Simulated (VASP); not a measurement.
# C18Se in VASP: a series of runs

C18Se is run at these levels: PBEsol; tasks: single point.

Everything below comes from runs of VASP 6.6.1. Logs are shortened: lines on timing, memory, paths and dates and some standing lists are left out, and cuts for length are marked.

**1. The cell of the first run**

The cell holds a slab with vacuum, 19 atoms: a = 7.398 Å, b = 7.398 Å, c = 11.000 Å, α = 90.00°, β = 90.00°, γ = 120.00°.

**2. Single point, PBEsol**

INCAR

```
PREC = Accurate
ENCUT = 520
EDIFF = 1E-6
ISMEAR = 0
SIGMA = 0.05
LREAL = Auto
LASPH = T
NELM = 100
ALGO = Normal
ISIF = 2
LWAVE = F
LCHARG = T
GGA = PS
LELF = T
LVHAR = T
NBANDS = 54
```

KPOINTS

```
Automatic mesh
0
Gamma
  2 2 1
```

POSCAR

```
C18Se
1.0
    7.3980000000      0.0000000000      0.0000000000
   -3.6990000000      6.4068560000      0.0000000000
    0.0000000000      0.0000000000     11.0000000000
C Se
18 1
Direct
    0.0059333761      0.0034907855      0.0856879070
    0.2288618711      0.1157217575      0.0854223424
    0.0084591807      0.3361367975      0.1118701547
    0.2329428049      0.4521636817      0.0907787630
    0.0096808564      0.6754197008      0.0908061647
    0.2273931174      0.7827256964      0.0838491196
    0.3391199977      0.0054764877      0.0815928736
    0.5618793797      0.1172111752      0.0838927719
    0.3410873064      0.3386587681      0.0856979199
    0.5610176193      0.4484128663      0.0857313145
    0.3402445628      0.6698747978      0.0838442643
    0.5629918259      0.7815985792      0.0816126703
    0.6747295391      0.0043527586      0.0838802313
    0.8924337220      0.1116516522      0.0908030475
    0.6691802446      0.3349161096      0.0908486468
    0.8936656992      0.4509416864      0.1119042772
    0.6732383685      0.6713398209      0.0854548280
    0.8961770051      0.7835621203      0.0857151666
   -0.0488872770      0.3934970583      0.2906077365
```

Potentials or basis: VASP PAW PBE potentials, release 64 (C, Se).

The run is started by

```sh
> cat potpaw_PBE.64/C/POTCAR potpaw_PBE.64/Se/POTCAR > POTCAR
> mpirun -np 1 vasp_std > vasp.out
```

OUTCAR:

```text
PREC = Accurate
   ENCUT = 520
   EDIFF = 1E-6
   ISMEAR = 0
   LREAL = Auto
   LASPH = T
   NELM = 100
   ISIF = 2
   GGA = PS

 ion  position               nearest neighbor table
   1  0.006  0.003  0.086-  18 1.41  14 1.42   2 1.43
   2  0.229  0.116  0.085-   7 1.41   1 1.43   9 1.43
   3  0.008  0.336  0.112-  14 1.46   4 1.46  16 1.47  19 2.10
   4  0.233  0.452  0.091-  11 1.40   9 1.42   3 1.46
   5  0.010  0.675  0.091-   6 1.40  18 1.42  16 1.46
   6  0.227  0.783  0.084-   5 1.40   7 1.43  11 1.45
   7  0.339  0.005  0.082-   2 1.41   6 1.43   8 1.43
   8  0.562  0.117  0.084-  15 1.40   7 1.43  13 1.45
   9  0.341  0.339  0.086-  10 1.41   4 1.42   2 1.43
  10  0.561  0.448  0.086-   9 1.41  15 1.42  17 1.43
  11  0.340  0.670  0.084-   4 1.40  12 1.43   6 1.45
  12  0.563  0.782  0.082-  17 1.41  11 1.43  13 1.43
  13  0.675  0.004  0.084-  14 1.40  12 1.43   8 1.45
  14  0.892  0.112  0.091-  13 1.40   1 1.42   3 1.46
  15  0.669  0.335  0.091-   8 1.40  10 1.42  16 1.46
  16  0.894  0.451  0.112-  15 1.46   5 1.46   3 1.47  19 2.10
  17  0.673  0.671  0.085-  12 1.41  10 1.43  18 1.43
  18  0.896  0.784  0.086-   1 1.41   5 1.42  17 1.43
  19  0.951  0.393  0.291-   3 2.10  16 2.10

  LATTYP: Found a hexagonal cell.
 ALAT       =     7.3980000000
 C/A-ratio  =     1.4868883482

  Lattice vectors:

 A1 = (   7.3980000000,   0.0000000000,   0.0000000000)
 A2 = (  -3.6990000000,   6.4068560000,   0.0000000000)
 A3 = (   0.0000000000,   0.0000000000,  11.0000000000)

Analysis of symmetry for initial positions (statically):
=====================================================================
 Subroutine PRICEL returns:
 Original cell was already a primitive cell.

 Routine SETGRP: Setting up the symmetry group for a
 hexagonal supercell.

 Subroutine GETGRP returns: Found  1 space group operations
 (whereof  1 operations were pure point group operations)
 out of a pool of 24 trial point group operations.

The static configuration has the point symmetry C_1 .

Analysis of symmetry for dynamics (positions and initial velocities):
=====================================================================
 Subroutine PRICEL returns:
 Original cell was already a primitive cell.

 Routine SETGRP: Setting up the symmetry group for a
 hexagonal supercell.

 Subroutine GETGRP returns: Found  1 space group operations
 (whereof  1 operations were pure point group operations)
 out of a pool of 24 trial point group operations.

The dynamic configuration has the point symmetry C_1 .

 Subroutine INISYM returns: Found  1 space group operations
 (whereof  1 operations are pure point group operations),
 and found     1 'primitive' translations

----------------------------------------------------------------------------------------

                                     Primitive cell

  volume of cell :     521.3771

  direct lattice vectors                    reciprocal lattice vectors
     7.398000000  0.000000000  0.000000000     0.135171668  0.078041398  0.000000000
    -3.699000000  6.406856000  0.000000000     0.000000000  0.156082796  0.000000000
     0.000000000  0.000000000 11.000000000     0.000000000  0.000000000  0.090909091

  length of vectors
     7.398000000  7.398000054 11.000000000     0.156082797  0.156082796  0.090909091

  position of ions in fractional coordinates (direct lattice)
     0.005933376  0.003490785  0.085687907
     0.228861871  0.115721757  0.085422342
     0.008459181  0.336136797  0.111870155
     0.232942805  0.452163682  0.090778763
     0.009680856  0.675419701  0.090806165
     0.227393117  0.782725696  0.083849120
[... 11 lines left out ...]
     0.896177005  0.783562120  0.085715167
     0.951112723  0.393497058  0.290607737

  ion indices of the primitive-cell ions
   primitive index   ion index
                 1           1
                 2           2
                 3           3
                 4           4
                 5           5
                 6           6
[... 11 lines left out ...]
                18          18
                19          19

----------------------------------------------------------------------------------------

 KPOINTS: Automatic mesh

Automatic generation of k-mesh.
 Grid dimensions read from file:
 generate k-points for:    2    2    1

 Generating k-lattice:

  Cartesian coordinates                     Fractional coordinates (reciprocal lattice)
     0.067585834  0.039020699  0.000000000     0.500000000 -0.000000000  0.000000000
     0.000000000  0.078041398  0.000000000     0.000000000  0.500000000  0.000000000
     0.000000000  0.000000000  0.090909091     0.000000000  0.000000000  1.000000000

  Length of vectors
     0.078041399  0.078041398  0.090909091

  Shift w.r.t. Gamma in fractional coordinates (k-lattice)
     0.000000000  0.000000000  0.000000000

 Subroutine IBZKPT returns following result:
 ===========================================

 Found      4 irreducible k-points:

 Following reciprocal coordinates:
            Coordinates               Weight
  0.000000  0.000000  0.000000      1.000000
  0.500000 -0.000000  0.000000      1.000000
  0.000000  0.500000  0.000000      1.000000
  0.500000  0.500000  0.000000      1.000000
   k-points           NKPTS =      4   k-points in BZ     NKDIM =      4   number of bands    NBANDS=     54
   number of dos      NEDOS =    301   number of ions     NIONS =     19
   total plane-waves  NPLWV = 263424
   dimension x,y,z NGX =    56 NGY =   56 NGZ =   84
   dimension x,y,z NGXF=   112 NGYF=  112 NGZF=  168
   ions per type =              18   1
   NGX,Y,Z   is equivalent  to a cutoff of  12.58, 12.58, 12.70 a.u.
   NGXF,Y,Z  is equivalent  to a cutoff of  25.17, 25.17, 25.39 a.u.
 SYSTEM =  unknown system
   PREC   = accura    normal or accurate (medium, high low for compatibility)
   ISTART =      0    job   : 0-new  1-cont  2-samecut
   ICHARG =      2    charge: 1-file 2-atom 10-const
   ISPIN  =      1    spin polarized calculation?
   LNONCOLLINEAR =      F non collinear calculations
   LSORBIT =      F    spin-orbit coupling
   LASPH  =      T    aspherical Exc in radial PAW
   ENCUT  =  520.0 eV  38.22 Ry    6.18 a.u.  13.76 13.76 20.45*2*pi/ulx,y,z
   NELM   =    100;   NELMIN=  2; NELMDL= -5     # of ELM steps
   EDIFF  = 0.1E-05   stopping-criterion for ELM
   LREAL  =      T    real-space projection
   EDIFFG = 0.1E-04   stopping-criterion for IOM
   NSW    =      0    number of steps for IOM
   IBRION =     -1    ionic relax: 0-MD 1-quasi-New 2-CG
   NFREE  =      0    steps in history (QN), initial steepest desc. (CG)
   ISIF   =      2    stress and relaxation
   ISYM   =      2    0-nonsym 1-usesym 2-fastsym
   POTIM  = 0.5000    time-step for ionic-motion
   TEBEG  =    0.0;   TEEND  =   0.0 temperature during run
   PSTRESS=    0.0 pullay stress
   NELECT =      78.0000    total number of electrons
   NUPDOWN=      -1.0000    fix difference up-down
   EMIN   =  10.00;   EMAX   =-10.00  energy-range for DOS
   EFERMI =   0.00;   METHOD = LEGACY
   ISMEAR =     0;   SIGMA  =   0.05  broadening in eV -4-tet -1-fermi 0-gaus
   EFERMI_NEDOS =   21; number of points for ismear=-14 and -15
   IALGO  =     38    algorithm
   IMIX   =      4    mixing-type and parameters
     AMIX     =   0.40;   BMIX     =  1.00
     AMIX_MAG =   1.60;   BMIX_MAG =  1.00
  volume/ion in A,a.u.               =      27.44       185.18
  Fermi-wavevector in a.u.,A,eV,Ry     =   0.869072  1.642308 10.276289  0.755286
  Thomas-Fermi vector in A             =   1.987841
   LORBIT       =      0    0 simple, 1 ext, 2 COOP (PROOUT), +10 PAW based schemes
   GGA     = PS    functional components
   LHFCALC =     F    Hartree Fock is set to
   AEXX    =    0.0000 exact exchange contribution
   IVDW    =     0    specifies the selected vdW correction
   LEPSILON=     F    determine dielectric tensor
   LRPA    =     F    only Hartree local field effects (RPA)
 non-spin polarized calculation
 Gauss-broadening in eV      SIGMA  =   0.05
  energy-cutoff  :      520.00
  volume of cell :      521.38
 maximum number of plane-waves:     14099
 NGX is ok and might be reduce to    56
   NGX = 27   NGY = 27   NGZ = 41

 number of electron      77.9999998 magnetization

 Free energy of the ion-electron system (eV)
  ---------------------------------------------------
  ext. energy  EPLUGINS =         0.00000000
  ---------------------------------------------------
  free energy    TOTEN  =      -174.77245035 eV

  energy without entropy =     -174.77244818  energy(sigma->0) =     -174.77244927

 E-fermi :  -1.3718     XC(G=0):  -4.4834

 val. band max:       -1.5199864517   @ k =   0.0000   0.0000   0.0000
 cond. band min:      -1.2236783727   @ k =   0.0000   0.0000   0.0000
 fundamental gap:      0.2963080791
 Fermi energy:        -1.3718323808

 k-point     1 :       0.0000    0.0000    0.0000
  band No.  band energies     occupation
      1     -21.0668      2.00000
      2     -18.9950      2.00000
      3     -18.4148      2.00000
      4     -18.4125      2.00000
      5     -18.3740      2.00000
      6     -18.2968      2.00000
[... 43 lines left out ...]
     50       3.5879      0.00000
     51       4.4736      0.00000

 k-point     2 :       0.5000   -0.0000    0.0000
  band No.  band energies     occupation
      1     -20.5734      2.00000
      2     -20.2503      2.00000
      3     -19.2063      2.00000
      4     -18.9629      2.00000
      5     -17.0420      2.00000
      6     -16.5243      2.00000
[... 43 lines left out ...]
     50       4.4220      0.00000
     51       4.6346      0.00000

 k-point     3 :       0.0000    0.5000    0.0000
  band No.  band energies     occupation
      1     -20.5734      2.00000
      2     -20.2503      2.00000
      3     -19.2063      2.00000
      4     -18.9628      2.00000
      5     -17.0420      2.00000
      6     -16.5244      2.00000
[... 43 lines left out ...]
     50       4.4221      0.00000
     51       4.6346      0.00000

 k-point     4 :       0.5000    0.5000    0.0000
  band No.  band energies     occupation
      1     -20.5475      2.00000
      2     -20.2871      2.00000
      3     -19.1428      2.00000
      4     -19.0329      2.00000
      5     -16.9242      2.00000
      6     -16.6121      2.00000
[... 43 lines left out ...]
     50       4.6549      0.00000
     51       4.8474      0.00000
 [bands above 51 left out]

------------------------ aborting loop because EDIFF is reached ----------------------------------------

  FORCE on cell =-STRESS in cart. coord.  units (eV):
  Direction    XX          YY          ZZ          XY          YZ          ZX
  --------------------------------------------------------------------------------------
  -------------------------------------------------------------------------------------
  Total        0.3968223     -0.5522021      0.0028845     -0.8522958     -0.0004159      0.0168256
  in kB        1.2194239     -1.6969017      0.0088641     -2.6190812     -0.0012781      0.0517047
  external PRESSURE =      -0.1562045 kB  Pullay stress =       0.0000000 kB

 VOLUME and BASIS-vectors are now :
 -----------------------------------------------------------------------------
  energy-cutoff  :      520.00
  volume of cell :      521.38
      direct lattice vectors                 reciprocal lattice vectors
     7.398000000  0.000000000  0.000000000     0.135171668  0.078041398  0.000000000
    -3.699000000  6.406856000  0.000000000     0.000000000  0.156082796  0.000000000
     0.000000000  0.000000000 11.000000000     0.000000000  0.000000000  0.090909091

 POSITION                                       TOTAL-FORCE (eV/Angst)
 -----------------------------------------------------------------------------------
      0.03098      0.02236      0.94257        -0.000274      0.008914     -0.000338
      1.26507      0.74141      0.93965        -0.005349      0.010250      0.001954
     -1.18079      2.15358      1.23057         0.014506     -0.004452     -0.010813
      0.05076      2.89695      0.99857        -0.010555     -0.013985     -0.000656
     -2.42676      4.32732      0.99887        -0.000878     -0.008139      0.000837
     -1.21305      5.01481      0.92234         0.010920      0.000071     -0.005039
[... 11 lines left out ...]
      3.73152      5.02017      0.94287         0.000513     -0.005205     -0.001726
      5.58079      2.52108      3.19669        -0.011185     -0.000956      0.056561
 -----------------------------------------------------------------------------------
    total drift:                                0.001148      0.006351      0.010400

  FREE ENERGIE OF THE ION-ELECTRON SYSTEM (eV)
  ---------------------------------------------------
  free  energy   TOTEN  =      -174.7724503514 eV

  energy  without entropy=     -174.7724481821  energy(sigma->0) =     -174.77244927
```

Wall time 2.1 min (1 thread of Intel Xeon 6975P-C (Granite Rapids), shared host); peak memory 0.56 GiB.

Results:

```yaml
Free_energy: -174.7725 eV
Largest_force: 0.058 eV/Å
Band_gap_on_the_k_mesh: 0.30 eV, direct
```

Forces in eV/Å, atoms in the order of the input:
```
C    0.000  0.009  0.000
C   -0.005  0.010  0.002
C    0.015 -0.004 -0.011
C   -0.011 -0.014 -0.001
C   -0.001 -0.008  0.001
C    0.011  0.000 -0.005
C    0.010  0.003 -0.005
C    0.010 -0.012 -0.003
C   -0.002 -0.005 -0.001
C    0.006  0.000 -0.004
C   -0.006  0.006  0.000
C   -0.002  0.006 -0.014
C   -0.006 -0.005  0.001
C    0.006  0.006 -0.004
C    0.003  0.007 -0.001
C   -0.019  0.004 -0.009
C    0.002  0.003  0.000
C    0.001 -0.005 -0.002
Se  -0.011 -0.001  0.057
```

Caveat: the k points lie up to 0.49 Å⁻¹ apart; the PAW data sets were made with another functional, which shifts forces and pressure a little.

[end of part 1 of 2]
